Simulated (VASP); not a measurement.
A run of VASP 6.6.1 is set up as follows.

Contents of INCAR:

```
PREC     = Accurate       # precision mode
ENCUT    = 520            # plane-wave cutoff, eV
EDIFF    = 1E-7           # SCF threshold, eV
ISMEAR   = -1             # smearing method
SIGMA    = 0.1            # smearing width, eV
LREAL    = F              # projectors in reciprocal space
LASPH    = T              # aspherical terms in the spheres
NELM     = 150            # most SCF steps
ALGO     = Normal         # electronic algorithm
ISIF     = 2              # what is computed and relaxed
LWAVE    = F              # write WAVECAR
LCHARG   = T              # write CHGCAR
ISPIN    = 2              # spin polarisation
MAGMOM   = 1              # initial moments
LORBIT   = 11             # projections on sites
LMAXMIX  = 4              # l up to which the mixer works
GGA      = PE             # functional
LELF     = T              # ELF
LVHAR    = T            
NBANDS   = 15             # bands
```

The input KPOINTS:

```
regular mesh
0
Gamma
  23 23 23
```

Contents of POSCAR:

```
Ni
1.0
   -1.1843742248      1.1843742248      1.1843742248
    1.1843742248     -1.1843742248      1.1843742248
    1.1843742248      1.1843742248     -1.1843742248
Ni
1
Direct
    0.0000000000      0.0000000000      0.0000000000
```

Potentials or basis: VASP PAW PBE potentials, release 64 (Ni).

Run with:

```bash
$ cat potpaw_PBE.64/Ni/POTCAR > POTCAR
$ mpirun -np 1 vasp_std > vasp.out
```

(1) Estimate the pressure.

(2) What does it give for the net moment?

(3) Predict the band gap on the k mesh.

Results:

(1) 319.1 GPa.

(2) 0.00 μB per cell.

(3) zero (filled and empty bands overlap).
